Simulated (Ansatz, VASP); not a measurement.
## SiC in VASP and in Ansatz

Contents of INCAR:

```
SYSTEM = SiC
ALGO = Normal
EDIFF = 1E-6
ENCUT = 520
GGA = PS
ISIF = 2
ISMEAR = 0
IVDW = 12
LASPH = .TRUE.
LCHARG = .TRUE.
LELF = .TRUE.
LREAL = .FALSE.
LVHAR = .TRUE.
LWAVE = .FALSE.
NBANDS = 11
NELM = 60
PREC = Accurate
SIGMA = 0.05
```

KPOINTS

```
k-points
0
G
  10 10 10
  0 0 0
```

Contents of POSCAR:

```
SiC
1.0
    0.0000000000      2.1944339093      2.1944339093
    2.1944339093      0.0000000000      2.1944339093
    2.1944339093      2.1944339093      0.0000000000
Si C
1 1
Direct
    0.0000000000      0.0000000000      0.0000000000
    0.7500000000      0.7500000000      0.7500000000
```

Input for Ansatz:

```yaml
crystal:
  lattice:
    - [0.0, 2.1944339093, 2.1944339093]
    - [2.1944339093, 0.0, 2.1944339093]
    - [2.1944339093, 2.1944339093, 0.0]
  atoms:
    - { symbol: Si, position: [0.0, 0.0, 0.0] }
    - { symbol: C, position: [0.75, 0.75, 0.75] }
basis:
  ecutwfc: 420
  ecutrho_ratio: 4
kpoints:
  mp_grid: { grid: [10, 10, 10] }
hamiltonian:
  xc: pbesol
  dispersion: d3bj
scf:
  occupations: { method: gaussian, width: 0.05 }
output:
  forces: true
  stress: true
  eigenvalues: true
```

Alike in both runs: task single point; functional PBEsol; dispersion D3(BJ); k mesh 10 × 10 × 10; occupations gaussian, width 0.05 eV; no spin polarisation.

```csv
,VASP,Ansatz
version,VASP 6.6.1,Ansatz 0.2.0
potentials or method,"VASP PAW PBE potentials, release 64 (Si, C), cutoff 520 eV","scalar-relativistic, plane waves, PAW"
valence electrons in the cell,8,8
```

```csv
,VASP,Ansatz,Ansatz less VASP
gap on the k mesh at the Fermi level (eV),1.25,1.26,+0.009
least direct gap on the mesh (eV),4.42,4.43,+0.009
pressure (GPa),-8.0,-8.3,-0.34
```

VASP's potentials were made for PBE, not for PBEsol.
